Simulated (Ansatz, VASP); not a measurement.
# TiAl in VASP and in Ansatz

Contents of POSCAR:

```
TiAl
1.0
    2.8685970563      0.0000000000      0.0000000000
   -1.4342985281      2.4842779240      0.0000000000
    0.0000000000      0.0000000000      4.6338675650
Ti Al
1 1
Direct
   -0.0251737956     -0.0867089192      0.0029237668
    0.3585071289      0.7533755859      0.4970762332
```

Contents of INCAR.step1:

```
  ALGO = Normal
  EDIFF = 1E-4
  ENCUT = 520
  GGA = PE
  ISMEAR = 0
  LASPH = True
  LCHARG = False
  LREAL = False
  LWAVE = True
  NBANDS = 14
  NELM = 80
  PREC = Accurate
  SIGMA = 0.15
```

File INCAR.step2:

```
  ALGO = Normal
  EDIFF = 1E-7
  ENCUT = 520
  ISIF = 2
  ISMEAR = 0
  ISTART = 1
  LASPH = True
  LCHARG = False
  LMIXTAU = True
  LREAL = False
  LWAVE = False
  METAGGA = R2SCAN
  NBANDS = 14
  NELM = 80
  PREC = Accurate
  SIGMA = 0.15
```

Contents of KPOINTS:

```
k-points
0
Gamma
  12 12 8
```

Input for Ansatz:

```yaml
crystal:
  lattice:
    - [2.8685970563, 0.0, 0.0]
    - [-1.4342985281, 2.484277924, 0.0]
    - [0.0, 0.0, 4.633867565]
  atoms:
    - { symbol: Ti, position: [-0.0251737956, -0.0867089192, 0.0029237668] }
    - { symbol: Al, position: [0.3585071289, 0.7533755859, 0.4970762332] }
basis:
  ecutwfc: 500
kpoints:
  mp_grid: { grid: [12, 12, 8] }
hamiltonian:
  xc: r2scan
scf:
  occupations: { method: gaussian, width: 0.15 }
output:
  forces: true
  stress: true
  eigenvalues: true
  write_density: true
  write_potential: true
  elf: true
  volumetric_format: npy
```

Change from the starting cell: all atoms moved at random, sigma 0.15 Å a component.

Alike in both runs: task single point; functional r2SCAN; k mesh 12 × 12 × 8; occupations gaussian, width 0.15 eV; no spin polarisation.

|  | VASP | Ansatz |
| --- | --- | --- |
| version | VASP 6.6.1 | Ansatz 0.2.0 |
| potentials or method | VASP PAW PBE potentials, release 64 (Ti_sv, Al), cutoff 520 eV | scalar-relativistic, plane waves, PAW |
| valence electrons in the cell | 15 | 15 |

VASP gave:

* gap on the k mesh at the Fermi level (eV): none
* pressure (GPa): 1.4
* traceless stress, the component that is largest in VASP (GPa): -8.75
* rms of the force components (eV/Å): 0.375

Q: What did Ansatz give for the same quantities?

A: gap on the k mesh at the Fermi level (eV): none; pressure (GPa): 1.3; traceless stress, the component that is largest in VASP (GPa): -8.75; rms of the force components (eV/Å): 0.375.

VASP's potentials were made for PBE, not for r2SCAN. Atom by atom the forces differ by 0.001 eV/Å (rms over components). A gap of «none» marks a metal or a gap that the smearing closes.
